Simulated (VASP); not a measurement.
# Ge (I4_1/amd) in VASP: settings compared

Aim: see how the results for Ge move with the level of theory and the settings. Levels: PBEsol, RPBE+D4. Tasks: single point.

All numbers are computed with VASP 6.6.1; they aren't measurements. Logs are shortened: lines on timing, memory, paths and dates and some standing lists are left out, and cuts for length are marked.

## 1. The cell of the first run

It takes space group I4_1/amd (No. 141, tetragonal). Conventional cell: a = 5.149 Å, b = 5.149 Å, c = 2.795 Å, α = 90.00°, β = 90.00°, γ = 90.00°. Ge (site symmetry -4m2) has 10 Ge at 2.67 to 3.32 Å within 3.5 Å.

## 2. Single point, PBEsol, non-collinear spin, zero start, spin-orbit coupling

Contents of INCAR:

```
SYSTEM = Ge
PREC = Accurate
ENCUT = 520
EDIFF = 1E-6
ISMEAR = -1
SIGMA = 0.05
LREAL = .FALSE.
LASPH = .TRUE.
NELM = 150
ALGO = Normal
ISIF = 2
LWAVE = .FALSE.
LCHARG = .FALSE.
LNONCOLLINEAR = .TRUE.
MAGMOM = 0 0 0 0 0 0
LORBIT = 11
LSORBIT = .TRUE.
GGA_COMPAT = .FALSE.
LORBMOM = .TRUE.
GGA = PS
NBANDS = 40
```

Contents of KPOINTS:

```
regular mesh
0
G
  11 11 11
  0 0 0
```

Contents of POSCAR:

```
Ge
1.0
   -2.5744897190      2.5744897190      1.3974126432
    2.5744897190     -2.5744897190      1.3974126432
    2.5744897190      2.5744897190     -1.3974126432
Ge
2
Direct
    0.5000000000      0.5000000000      0.0000000000
    0.2500000000      0.7500000000      0.5000000000
```

Potentials or basis: VASP PAW PBE potentials, release 64 (Ge_d).

Launch:

```
> cat potpaw_PBE.64/Ge_d/POTCAR > POTCAR
> mpirun -np 1 vasp_ncl > vasp.out
```

OUTCAR:

```text
SYSTEM = Ge
   PREC = Accurate
   ENCUT = 520
   EDIFF = 1E-6
   ISMEAR = -1
   LREAL = .FALSE.
   LASPH = .TRUE.
   NELM = 150
   ISIF = 2
   LNONCOLLINEAR = .TRUE.
   LORBIT = 11
   LSORBIT = .TRUE.
   GGA = PS

 ion  position               nearest neighbor table
   1  0.500  0.500  0.000-   2 2.67   2 2.67   2 2.67   2 2.67
   2  0.250  0.750  0.500-   1 2.67   1 2.67   1 2.67   1 2.67

  LATTYP: Found a body centered tetragonal cell.
 ALAT       =     5.1489794380
 C/A-ratio  =     0.5427920853

  Lattice vectors:

 A1 = (  -2.5744897190,   2.5744897190,   1.3974126432)
 A2 = (   2.5744897190,  -2.5744897190,   1.3974126432)
 A3 = (   2.5744897190,   2.5744897190,  -1.3974126432)

Analysis of symmetry for initial positions (statically):
=====================================================================
 Subroutine PRICEL returns:
 Original cell was already a primitive cell.

 Routine SETGRP: Setting up the symmetry group for a
 body centered tetragonal supercell.

 Subroutine GETGRP returns: Found 16 space group operations
 (whereof  8 operations were pure point group operations)
 out of a pool of 16 trial point group operations.

The static configuration has the point symmetry D_2d.
 The point group associated with its full space group is D_4h.

Analysis of symmetry for dynamics (positions and initial velocities):
=====================================================================
 Subroutine PRICEL returns:
 Original cell was already a primitive cell.

 Routine SETGRP: Setting up the symmetry group for a
 body centered tetragonal supercell.

 Subroutine GETGRP returns: Found 16 space group operations
 (whereof  8 operations were pure point group operations)
 out of a pool of 16 trial point group operations.

The dynamic configuration has the point symmetry D_2d.
 The point group associated with its full space group is D_4h.

Analysis of structural, dynamic, and magnetic symmetry:
=====================================================================
 Subroutine PRICEL returns:
 Original cell was already a primitive cell.

 Routine SETGRP: Setting up the symmetry group for a
 body centered tetragonal supercell.

 Subroutine GETGRP returns: Found 16 space group operations
 (whereof  8 operations were pure point group operations)
 out of a pool of 16 trial point group operations.

The overall configuration has the point symmetry D_2d.
 The point group associated with its full space group is D_4h.

 Subroutine INISYM returns: Found 16 space group operations
 (whereof  8 operations are pure point group operations),
 and found     1 'primitive' translations

----------------------------------------------------------------------------------------

                                     Primitive cell

  volume of cell :      37.0482

  direct lattice vectors                    reciprocal lattice vectors
    -2.574489719  2.574489719  1.397412643     0.000000000  0.194213244  0.357804119
     2.574489719 -2.574489719  1.397412643     0.194213244  0.000000000  0.357804119
     2.574489719  2.574489719 -1.397412643     0.194213244  0.194213244  0.000000000

  length of vectors
     3.899840602  3.899840602  3.899840602     0.407114937  0.407114937  0.274659004

  position of ions in fractional coordinates (direct lattice)
     0.500000000  0.500000000  0.000000000
     0.250000000  0.750000000  0.500000000

  ion indices of the primitive-cell ions
   primitive index   ion index
                 1           1
                 2           2

----------------------------------------------------------------------------------------

 KPOINTS: regular mesh

Automatic generation of k-mesh.
 Grid dimensions read from file:
 generate k-points for:   11   11   11

 Generating k-lattice:

[... 101 lines left out ...]

 number of electron      28.0000028 magnetization       0.0000000      0.0000000      0.0000000

 number of electron      28.0000028 magnetization      -0.0000000     -0.0000000     -0.0000000

 Free energy of the ion-electron system (eV)
  ---------------------------------------------------
  ext. energy  EPLUGINS =         0.00000000
  ---------------------------------------------------
  free energy    TOTEN  =        -9.55923806 eV

  energy without entropy =       -9.55112306  energy(sigma->0) =       -9.55518056

 E-fermi :   6.6791     XC(G=0): -11.4692

 val. band max:        6.6680977082   @ k =   0.4545   0.2727   0.0909
 cond. band min:       6.6891731806   @ k =  -0.1818  -0.2727   0.1818
 fundamental gap:      0.0210754724
 Fermi energy:         6.6790694432

 k-point     1 :       0.0000    0.0000    0.0000
  band No.  band energies     occupation
      1     -18.2455      1.00000
      2     -18.2455      1.00000
      3     -18.2406      1.00000
      4     -18.2406      1.00000
      5     -18.2214      1.00000
      6     -18.2214      1.00000
[... 1021 lines left out ...]
     39      18.8745      0.00000
     40      18.8748      0.00000

 [... further k-points ...]

------------------------ aborting loop because EDIFF is reached ----------------------------------------

  FORCE on cell =-STRESS in cart. coord.  units (eV):
  Direction    XX          YY          ZZ          XY          YZ          ZX
  --------------------------------------------------------------------------------------
  -------------------------------------------------------------------------------------
  Total       -0.1368014     -0.1368014     -0.1827160      0.0000000      0.0000000      0.0000000
  in kB       -5.9160802     -5.9160802     -7.9016951      0.0000000      0.0000000      0.0000000
  external PRESSURE =      -6.5779518 kB  Pullay stress =       0.0000000 kB

 VOLUME and BASIS-vectors are now :
 -----------------------------------------------------------------------------
  energy-cutoff  :      520.00
  volume of cell :       37.05
      direct lattice vectors                 reciprocal lattice vectors
    -2.574489719  2.574489719  1.397412643     0.000000000  0.194213244  0.357804119
     2.574489719 -2.574489719  1.397412643     0.194213244  0.000000000  0.357804119
     2.574489719  2.574489719 -1.397412643     0.194213244  0.194213244  0.000000000

 POSITION                                       TOTAL-FORCE (eV/Angst)
 -----------------------------------------------------------------------------------
      0.00000      0.00000      1.39741        -0.000000      0.000000     -0.000000
      2.57449      0.00000      0.69871         0.000000     -0.000000      0.000000
 -----------------------------------------------------------------------------------
    total drift:                                0.000000     -0.000000      0.000000

  FREE ENERGIE OF THE ION-ELECTRON SYSTEM (eV)
  ---------------------------------------------------
  free  energy   TOTEN  =        -9.5592380574 eV

  energy  without entropy=       -9.5511230602  energy(sigma->0) =       -9.55518056

 orbital moment (x)

 # of ion     p       d       tot
 ----------------------------------------
  1         0.000   0.000   0.000
  2         0.000   0.000   0.000
 ----------------------------------------
            0.000   0.000   0.000

 orbital moment (y)

 # of ion     p       d       tot
 ----------------------------------------
  1        -0.000  -0.000  -0.000
  2        -0.000   0.000  -0.000
 ----------------------------------------
           -0.000   0.000  -0.000

 orbital moment (z)

 # of ion     p       d       tot
 ----------------------------------------
  1         0.000   0.000   0.000
  2         0.000   0.000   0.000
 ----------------------------------------
            0.000   0.000   0.000

 Spin-Orbit-Coupling matrix elements

 Ion:    1  E_soc:     -0.0180956
 l=   1
     0.0000000    -0.0020671    -0.0021038
    -0.0020671     0.0000000    -0.0020671
    -0.0021038    -0.0020671     0.0000000
 l=   2
     0.0000000    -0.0001899     0.0000000    -0.0001899    -0.0007453
    -0.0001899     0.0000000    -0.0005614    -0.0001889    -0.0001865
     0.0000000    -0.0005614     0.0000000    -0.0005614     0.0000000
    -0.0001899    -0.0001889    -0.0005614     0.0000000    -0.0001865
    -0.0007453    -0.0001865     0.0000000    -0.0001865     0.0000000
 l=   3
     0.0000000     0.0000000     0.0000000     0.0000000     0.0000000     0.0000000     0.0000000
     0.0000000     0.0000000     0.0000000     0.0000000     0.0000000     0.0000000     0.0000000
     0.0000000     0.0000000     0.0000000     0.0000000     0.0000000     0.0000000     0.0000000
     0.0000000     0.0000000     0.0000000     0.0000000     0.0000000     0.0000000     0.0000000
     0.0000000     0.0000000     0.0000000     0.0000000     0.0000000     0.0000000     0.0000000
     0.0000000     0.0000000     0.0000000     0.0000000     0.0000000     0.0000000     0.0000000
     0.0000000     0.0000000     0.0000000     0.0000000     0.0000000     0.0000000     0.0000000

 Ion:    2  E_soc:     -0.0180956
 l=   1
     0.0000000    -0.0020671    -0.0021038
    -0.0020671     0.0000000    -0.0020671
    -0.0021038    -0.0020671     0.0000000
 l=   2
     0.0000000    -0.0001899     0.0000000    -0.0001899    -0.0007453
    -0.0001899     0.0000000    -0.0005614    -0.0001889    -0.0001865
     0.0000000    -0.0005614     0.0000000    -0.0005614     0.0000000
    -0.0001899    -0.0001889    -0.0005614     0.0000000    -0.0001865
    -0.0007453    -0.0001865     0.0000000    -0.0001865     0.0000000
 l=   3
     0.0000000     0.0000000     0.0000000     0.0000000     0.0000000     0.0000000     0.0000000
     0.0000000     0.0000000     0.0000000     0.0000000     0.0000000     0.0000000     0.0000000
     0.0000000     0.0000000     0.0000000     0.0000000     0.0000000     0.0000000     0.0000000
     0.0000000     0.0000000     0.0000000     0.0000000     0.0000000     0.0000000     0.0000000
     0.0000000     0.0000000     0.0000000     0.0000000     0.0000000     0.0000000     0.0000000
     0.0000000     0.0000000     0.0000000     0.0000000     0.0000000     0.0000000     0.0000000
     0.0000000     0.0000000     0.0000000     0.0000000     0.0000000     0.0000000     0.0000000

 total charge

# of ion       s       p       d       tot
------------------------------------------
    1        1.206   1.033  10.028  12.267
    2        1.206   1.033  10.028  12.267
--------------------------------------------------
tot          2.412   2.066  20.056  24.534

 magnetization (x)

# of ion       s       p       d       tot
------------------------------------------
    1        0.000   0.000  -0.000   0.000
    2        0.000   0.000  -0.000   0.000
--------------------------------------------------
tot          0.000   0.000  -0.000   0.000

 magnetization (y)

# of ion       s       p       d       tot
------------------------------------------
    1        0.000   0.000   0.000   0.000
    2       -0.000   0.000   0.000  -0.000
--------------------------------------------------
tot          0.000   0.000   0.000   0.000

 magnetization (z)

# of ion       s       p       d       tot
------------------------------------------
    1        0.000   0.000  -0.000   0.000
    2        0.000   0.000   0.000   0.000
--------------------------------------------------
tot          0.000   0.000   0.000   0.000
```

It took 5.2 min on 1 thread of Intel Xeon Platinum 8488C (Sapphire Rapids), shared host; peak memory 0.43 GiB.

Results:

```
Free energy                                           : -9.5592 eV
Pressure                                              : -0.7 GPa
Net moment                                            : 0.00 μB per cell
Valence electrons inside the program's atomic spheres : Ge 12.27
```

Moments on the atoms (μB; x, y, z):
```
Ge  0.00 0.00 0.00
Ge  0.00 0.00 0.00
```

Caveat: the PAW data sets were made with another functional, which shifts forces and pressure a little.

## 3. Single point, RPBE+D4

This run uses another cell than the first one, of 18.21 Å³/atom.

Contents of INCAR:

```
SYSTEM = Ge
ALGO = Normal ; EDIFF = 1E-6
ENCUT = 520 ; GGA = RP
ISIF = 2 ; ISMEAR = -1
IVDW = 13 ; LASPH = .TRUE.
LCHARG = .FALSE. ; LREAL = .FALSE.
LWAVE = .FALSE. ; NBANDS = 21
NELM = 100 ; PREC = Accurate
SIGMA = 0.05
```

Contents of KPOINTS:

```
k-points
0
G
  11 11 11
  0 0 0
```

Contents of POSCAR:

```
Ge
1.0
   -2.5594928704      2.5594928704      1.3900242985
    2.5594928704     -2.5594928704      1.3900242985
    2.5594928704      2.5594928704     -1.3900242985
Ge
2
Direct
    0.5000000000      0.5000000000      0.0000000000
    0.2500000000      0.7500000000      0.5000000000
```

Potentials or basis: VASP PAW PBE potentials, release 64 (Ge_d).

Launch:

```
> cat potpaw_PBE.64/Ge_d/POTCAR > POTCAR
> mpirun -np 1 vasp_std > vasp.out
```

Run time: 46 s. Hardware: 1 thread of Intel Xeon Platinum 8488C (Sapphire Rapids), shared host; peak memory 0.21 GiB.

The run converged. Its results:

| Property | Result |
| --- | --- |
| Free energy | -9.3357 eV |
| Pressure | -0.2 GPa |
| Band gap on the k mesh | zero (bands 14 and 15 overlap by 4.86 eV) |
| Dispersion energy per atom | -0.776 eV |

Stress tensor (GPa, compression positive):
```
-0.19  0.00  0.00
 0.00 -0.19  0.00
 0.00  0.00 -0.11
```

Levels at points of the mesh, in eV from the Fermi level:
| k point | band 11 | band 12 | band 13 | band 14 | band 15 | band 16 | band 17 | band 18 |
| --- | --- | --- | --- | --- | --- | --- | --- | --- |
| (0.00, 0.00, 0.00) | -13.49 | -3.98 | -2.44 | -2.44 | 3.17 | 7.72 | 7.72 | 8.27 |

Caveat: the PAW data sets were made with another functional, which shifts forces and pressure a little.
